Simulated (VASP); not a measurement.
A run of VASP 6.6.1 is set up as follows.

File POSCAR:

```
Ce
1.0
    0.0000000000      2.3390384114      2.3390384114
    2.3390384114      0.0000000000      2.3390384114
    2.3390384114      2.3390384114      0.0000000000
Ce
1
Direct
    0.0000000000      0.0000000000      0.0000000000
```

File INCAR.step1:

```
SYSTEM = Ce
PREC = Accurate ; ENCUT = 520
ISMEAR = 0 ; SIGMA = 0.1
LREAL = .False. ; LASPH = .True.
NELM = 80 ; NBANDS = 12
GGA = PE ; ALGO = Normal
EDIFF = 1E-4 ; LWAVE = .True.
LCHARG = .False.
```

File INCAR.step2:

```
SYSTEM = Ce
PREC = Accurate ; ENCUT = 520
EDIFF = 1E-6 ; ISMEAR = 0
SIGMA = 0.1 ; LREAL = .False.
LASPH = .True. ; NELM = 80
ALGO = Normal ; ISIF = 2
LWAVE = .False. ; LCHARG = .True.
METAGGA = R2SCAN ; LMIXTAU = .True.
LELF = .True. ; LVHAR = .True.
NBANDS = 12 ; ISTART = 1
```

The input KPOINTS:

```
Automatic mesh
0
Gamma
  12 12 12
  0 0 0
```

Potentials or basis: VASP PAW PBE potentials, release 64 (Ce).

The run is started by

```sh
$ cat potpaw_PBE.64/Ce/POTCAR > POTCAR
$ cp INCAR.step1 INCAR
$ mpirun -np 1 vasp_std > vasp.out
$ cp INCAR.step2 INCAR
$ mpirun -np 1 vasp_std > vasp.out
```

(1) Estimate the band gap on the k mesh.

(2) What does it give for the pressure?

Results:

(1) zero (bands 6 and 7 overlap by 0.52 eV).

(2) -0.7 GPa.

Caveat: the PAW data sets were made with another functional, which shifts forces and pressure a little; spin-orbit coupling is left out, which moves the levels of the heavy elements; semilocal functionals describe open f shells poorly, which spoils levels, moments and volumes.
